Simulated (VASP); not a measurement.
# Co (P6/mmm) in VASP: further runs, part 2 of 2

VASP 6.6.1. Earlier steps stand in the parts before.

### 4 Single point, PBEsol, collinear spin, ferromagnetic start

This run uses another cell than the first one, of 11.37 Å³/atom.

INCAR

```
SYSTEM = Co
ALGO     = Normal         ! electronic algorithm
EDIFF    = 1E-6           ! SCF threshold, eV
ENCUT    = 690            ! plane-wave cutoff, eV
GGA      = PS             ! functional
GGA_COMPAT= .FALSE.      
ISIF     = 2              ! what is computed and relaxed
ISMEAR   = 0              ! smearing method
ISPIN    = 2              ! spin polarisation
LASPH    = .TRUE.         ! aspherical terms in the spheres
LCHARG   = .FALSE.        ! write CHGCAR
LMAXMIX  = 4              ! l up to which the mixer works
LORBIT   = 11             ! projections on sites
LREAL    = .FALSE.        ! projectors in reciprocal space
LWAVE    = .FALSE.        ! write WAVECAR
MAGMOM   = 1.79           ! initial moments
NBANDS   = 18             ! bands
NELM     = 200            ! most SCF steps
PREC     = Accurate       ! precision mode
SIGMA    = 0.1            ! smearing width, eV
```

KPOINTS

```
k-points
0
G
  27 27 24
  0 0 0
```

POSCAR

```
Co
1.0
    2.4119853422      0.0000000000      0.0000000000
   -1.2059926711      2.0888405799      0.0000000000
    0.0000000000      0.0000000000      2.2572174972
Co
1
Direct
    0.0000000000      0.0000000000      0.0000000000
```

Potentials or basis: VASP PAW PBE potentials, release 64 (Co_sv).

The run is started by

```bash
$ cat potpaw_PBE.64/Co_sv/POTCAR > POTCAR
$ mpirun -np 1 vasp_std > vasp.out
```

OUTCAR:

```text
SYSTEM = Co
   EDIFF = 1E-6
   ENCUT = 690
   GGA = PS
   ISIF = 2
   ISMEAR = 0
   ISPIN = 2
   LASPH = .TRUE.
   LORBIT = 11
   LREAL = .FALSE.
   NELM = 200
   PREC = Accurate

 ion  position               nearest neighbor table
   1  0.000  0.000  0.000-

  LATTYP: Found a hexagonal cell.
 ALAT       =     2.4119853422
 C/A-ratio  =     0.9358338368

  Lattice vectors:

 A1 = (   2.4119853422,   0.0000000000,   0.0000000000)
 A2 = (  -1.2059926711,   2.0888405799,   0.0000000000)
 A3 = (   0.0000000000,   0.0000000000,   2.2572174972)

Analysis of symmetry for initial positions (statically):
=====================================================================
 Subroutine PRICEL returns:
 Original cell was already a primitive cell.

 Routine SETGRP: Setting up the symmetry group for a
 hexagonal supercell.

 Subroutine GETGRP returns: Found 24 space group operations
 (whereof 24 operations were pure point group operations)
 out of a pool of 24 trial point group operations.

[... 188 lines left out ...]
      3     -47.7117      1.00000
      4     -47.7117      1.00000
      5       2.3484      1.00000
      6       6.7429      1.00000
[... 493 lines left out ...]
     17      47.8523      0.00000
     18      50.5765      0.00000

 [... further k-points ...]

 spin component 2

 k-point     1 :       0.0000    0.0000    0.0000
  band No.  band energies     occupation
      1     -82.5475      1.00000
      2     -45.7659      1.00000
      3     -45.7624      1.00000
      4     -45.7624      1.00000
      5       2.5343      1.00000
      6       7.9510      1.00000
[... 493 lines left out ...]
     17      47.9828      0.00000
     18      50.8476      0.00000

 [... further k-points ...]

------------------------ aborting loop because EDIFF is reached ----------------------------------------

  FORCE on cell =-STRESS in cart. coord.  units (eV):
  Direction    XX          YY          ZZ          XY          YZ          ZX
  --------------------------------------------------------------------------------------
  -------------------------------------------------------------------------------------
  Total       -0.0874786     -0.0874786     -0.0854683      0.0000000      0.0000000      0.0000000
  in kB      -12.3242024    -12.3242024    -12.0409949      0.0000000      0.0000000      0.0000000
  external PRESSURE =     -12.2297999 kB  Pullay stress =       0.0000000 kB

 VOLUME and BASIS-vectors are now :
 -----------------------------------------------------------------------------
  energy-cutoff  :      690.00
  volume of cell :       11.37
      direct lattice vectors                 reciprocal lattice vectors
     2.411985342  0.000000000  0.000000000     0.414596218  0.239367238  0.000000000
    -1.205992671  2.088840580  0.000000000     0.000000000  0.478734476  0.000000000
     0.000000000  0.000000000  2.257217497     0.000000000  0.000000000  0.443023325

 POSITION                                       TOTAL-FORCE (eV/Angst)
 -----------------------------------------------------------------------------------
      0.00000      0.00000      0.00000        -0.000000      0.000000      0.000000
 -----------------------------------------------------------------------------------
    total drift:                               -0.000000      0.000000     -0.000000

  FREE ENERGIE OF THE ION-ELECTRON SYSTEM (eV)
  ---------------------------------------------------
  free  energy   TOTEN  =        -7.2468092461 eV

  energy  without entropy=       -7.2387594759  energy(sigma->0) =       -7.24278436

 total charge

# of ion       s       p       d       tot
------------------------------------------
    1        2.259   6.109   6.728  15.096

 magnetization (x)

# of ion       s       p       d       tot
------------------------------------------
    1        0.004   0.001   1.685   1.690
```

stdout:

```text
POSCAR found type information on POSCAR Co
 POSCAR found :  1 types and       1 ions
 scaLAPACK will be used
 -----------------------------------------------------------------------------
|                                                                             |
|                                                                             |
|     You enforced a specific xc type in the INCAR file but a different       |
|     I HOPE YOU KNOW WHAT YOU ARE DOING!                                     |
|                                                                             |
 -----------------------------------------------------------------------------

 LDA part: xc-table for (Slater+PW92), standard interpolation
 POSCAR, INCAR and KPOINTS ok, starting setup
 FFT: planning ... GRIDC
 FFT: planning ... GRID_SOFT
 FFT: planning ... GRID
 WAVECAR not read
 entering main loop
```

Run time: 4 min. Hardware: 1 thread of AMD EPYC 9R45 (Zen 5), shared host; peak memory 0.46 GiB.

Results:

```
Free energy                                           : -7.2468 eV
Pressure                                              : -1.2 GPa
Net moment                                            : 1.69 μB per cell
Site moments                                          : Co +1.69 μB
Valence electrons inside the program's atomic spheres : Co 15.10
```

Levels at points of the mesh, in eV from the Fermi level:
Spin up:
```csv
k point,band 7,band 8,band 9,band 10,band 11,band 12
"(0.00, 0.00, 0.00)",-2.69,-2.69,-0.88,-0.88,19.98,22.29
"(0.00, 0.00, 0.50)",-2.33,-2.15,-2.15,-1.76,4.23,27.39
```
Spin down:
```
           k point  band 6  band 7  band 8  band 9  band 10  band 11
(0.00, 0.00, 0.00)   -3.40   -1.13   -1.13    1.32     1.32    20.36
(0.00, 0.00, 0.50)   -1.63   -0.73   -0.73   -0.10    -0.10     5.36
```

Caveat: the PAW data sets were made with another functional, which shifts forces and pressure a little.

### 5 Summary

| cell | k mesh | gap on the mesh (eV) | pressure (GPa) | moment (μB) |
| --- | --- | --- | --- | --- |
| a = 2.407, b = 2.407, c = 2.256 Å, angles 90.0, 90.0, 120.0°, 1 atom, atomic positions A | 9 × 9 × 8 | none | -1.1 | 1.63 |
| a = 3.907, b = 3.907, c = 2.401 Å, angles 90.0, 90.0, 120.0°, 3 atoms, atomic positions B | 6 × 6 × 6 | none | -1.4 | 4.96 |
| a = 2.412, b = 2.412, c = 2.257 Å, angles 90.0, 90.0, 120.0°, 1 atom, atomic positions A | 27 × 27 × 24 | none | -1.2 | 1.69 |

Alike in all rows: task single point; level PBEsol; potentials or basis VASP PAW PBE potentials, release 64 (Co_sv); spin collinear, ferromagnetic start; cutoff (eV) 690; smearing gaussian 0.1 eV.

Caveats: some runs use coarse meshes; the PAW data sets were made with another functional, which shifts forces and pressure a little.

Absolute energies hang on the potentials; compare differences alone.
